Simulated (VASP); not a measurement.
## Ba2S (CdCl2 type): single point with PBEsol

Crystal: Ba2S (CdCl2 type).

```xyz
3
Lattice="1.9339 -1.1165 5.8919 0.0000 2.2330 5.8919 -1.9339 -1.1165 5.8919" Properties=species:S:1:pos:R:3 pbc="T T T"
S     0.0000    0.0000    0.0000
Ba    0.0000    0.0000    4.1059
Ba    0.0000    0.0000   13.5699
```

This cell differs from its parent crystal: volume scaled by 0.6.

```yaml
Program: VASP 6.6.1
Task: single point
Functional: PBEsol
Potentials_or_basis: VASP PAW PBE potentials, release 64 (S, Ba_sv)
Cutoff: 520 eV
k_mesh: 9 × 9 × 9
Occupations: fermi-dirac, width 0.05 eV
Spin: no spin polarisation
```

```
Pressure               : 16.6 GPa
Largest force          : 0.186 eV/Å
Band gap on the k mesh : zero (band 13 reaches 6.04 eV, above the bottom of band 14 at 5.26 eV)
```

Forces on the atoms (eV/Å):
```
S    0.000  0.000  0.000
Ba   0.000  0.000  0.186
Ba   0.000  0.000 -0.186
```

Levels at points of the mesh, in eV from the Fermi level:
```
           k point  band 10  band 11  band 12  band 13  band 14  band 15  band 16  band 17
(0.00, 0.00, 0.00)    -4.24    -3.38    -3.38    -0.34     0.76     0.91     0.91     2.38
```

Run time: 4.9 min on 1 thread of Intel(R) Xeon(R) Platinum 8488C (Sapphire Rapids), with other jobs on the host, peak memory 0.38 GiB.

Caveat: the PAW data sets were made with another functional, which shifts forces and pressure a little; spin-orbit coupling is left out, which moves the levels of the heavy elements.
